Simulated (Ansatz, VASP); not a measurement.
**GaP in VASP and in Ansatz**

```
Ga P
1.0
     0.00000    2.55854    2.55854
     2.55854    0.00000    2.55854
     2.55854    2.55854    0.00000
Ga P
1 1
Direct
  0.00000 0.00000 0.00000
  0.50000 0.50000 0.50000
```

Alike in both runs: task single point; functional PBE-based global hybrid; k mesh 4 × 4 × 4; occupations fermi-dirac, width 0.02 eV; no spin polarisation.

|  | VASP | Ansatz |
| --- | --- | --- |
| version | VASP 6.6.1 | Ansatz 0.2.0 |
| potentials or method | VASP PAW PBE potentials, release 64 (Ga_d, P) | plane waves |
| plane-wave cutoff (eV) | 520 | 420 |
| valence electrons in the cell | 18 | 18 |

Ansatz gave:

```
pressure (GPa) : -2.4
```

Problem. Which values does VASP return?

Solution. Pressure (GPa): -2.9.

VASP's potentials were made for PBE, not for PBE-based global hybrid. With one functional, cell and mesh, what is left measures potentials, basis and numerics. Ansatz's warnings: filled band counts differ across k points, stress exchange threshold loose, stress scf threshold loose.

The k mesh is coarse, so the values compare programs but aren't converged.
